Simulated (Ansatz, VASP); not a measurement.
InGa3P4 in VASP and in Ansatz

```
CELL_PARAMETERS angstrom
5.27495 0.00000 0.00000
0.00000 5.27495 0.00000
0.00000 0.00000 5.27495
ATOMIC_POSITIONS crystal
In 0.50000 0.50000 0.50000
Ga 0.00000 0.00000 0.50000
Ga 0.50000 0.00000 0.00000
Ga 0.00000 0.50000 0.00000
P 0.50000 0.50000 0.00000
P 0.00000 0.50000 0.50000
P 0.50000 0.00000 0.50000
P 0.00000 0.00000 0.00000
```

Alike in both runs: task relaxation of cell and atoms; functional PBE; k mesh 8 × 8 × 8; occupations gaussian, width 0.1 eV; no spin polarisation.

|  | VASP | Ansatz |
| --- | --- | --- |
| version | VASP 6.6.1 | Ansatz 0.2.0 |
| potentials or method | VASP PAW PBE potentials, release 64 (In_d, Ga_d, P), cutoff 600 eV | scalar-relativistic, plane waves, PAW |
| valence electrons in the cell | 72 | 72 |

|  | VASP | Ansatz | Ansatz less VASP |
| --- | --- | --- | --- |
| gap on the k mesh at the Fermi level, each at its own relaxed structure (eV) | none | none | - |
| relaxed volume (Å³/atom) | 18.35 | 18.32 | -0.023 |
| relaxed length of the cell vector where the two differ most in proportion (Å) | 5.275 | 5.273 | -0.0022 |

A gap of «none» marks a metal or a gap that the smearing closes.

Noted on VASP's run: the relaxation stopped at its first step, so nothing moved.
